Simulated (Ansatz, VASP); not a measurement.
## Two plane-wave programs on C

```
CELL_PARAMETERS angstrom
2.69642 -0.00062 2.69010
-2.44689 -4.47383 -0.23682
4.40360 -0.00664 -4.44732
ATOMIC_POSITIONS crystal
C 0.22834 0.52949 0.92578
C 0.19334 0.49899 0.41785
C 0.94900 0.97046 0.53541
C 0.94411 0.00107 0.04339
C 0.53666 0.78126 0.49088
C 0.64271 0.68649 0.96254
C 0.95050 0.25036 0.73032
C 0.92877 0.25017 0.23037
C 0.93919 0.24585 0.96598
C 0.94322 0.25357 0.49426
C 0.20641 0.81354 0.49904
C 0.00520 0.71874 0.97046
```

Change from the starting cell: cell x2, atoms moved at random (sigma 0.15 Å) and cell strained at random (1.5 %), then relaxed without symmetry.

Alike in both runs: functional PBE; k mesh 4 × 4 × 2; occupations gaussian, width 0.1 eV; no spin polarisation.

Ansatz relaxed the structure, and its values are those at the end. VASP's run is a single point on that final structure, the one shown.

```csv
,VASP,Ansatz
version,VASP 6.6.1,Ansatz 0.2.0
potentials or method,"VASP PAW PBE potentials, release 64 (C), cutoff 520 eV","scalar-relativistic, plane waves, PAW"
valence electrons in the cell,48,48
```

Ansatz gave:

```
gap on the k mesh at the Fermi level (eV) : 0.76
least direct gap on the mesh (eV)         : 1.93
pressure (GPa)                            : 0.0
rms of the force components (eV/Å)        : 0.009
```

Task: What did VASP give for the same quantities?

Result: gap on the k mesh at the Fermi level (eV): 0.76; least direct gap on the mesh (eV): 1.93; pressure (GPa): 0.4; rms of the force components (eV/Å): 0.026.

The k mesh is coarse, so the values compare programs but aren't converged.
